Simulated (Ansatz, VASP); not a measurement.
## SnO2: VASP beside Ansatz

```
Sn O
1.0
    -1.99954    1.99954    5.10209
     1.99954   -1.99954    5.10209
     1.99954    1.99954   -5.10209
Sn O
2 4
Direct
  0.75000 0.25000 0.50000
  0.00000 0.00000 0.00000
  0.79637 0.79637 0.00000
  0.95363 0.45363 0.50000
  0.20363 0.20363 0.00000
  0.54637 0.04637 0.50000
```

Alike in both runs: functional r2SCAN; k mesh 10 × 10 × 10; occupations gaussian, width 0.02 eV; no spin polarisation.

Ansatz relaxed the structure, and its values are those at the end. VASP's run is a single point on that final structure, the one shown.

```csv
,VASP,Ansatz
version,VASP 6.6.1,Ansatz 0.2.0
potentials or method,"VASP PAW PBE potentials, release 64 (Sn_d, O), cutoff 520 eV","scalar-relativistic, plane waves, PAW"
valence electrons in the cell,52,52
```

```tsv
	VASP	Ansatz	Ansatz less VASP
gap on the k mesh at the Fermi level (eV)	2.36	2.33	-0.025
least direct gap on the mesh (eV)	2.77	2.74	-0.026
pressure (GPa)	1.0	0.0	-1.00
rms of the force components (eV/Å)	0.021	0.000	-0.0205
```

VASP's potentials were made for PBE, not for r2SCAN.
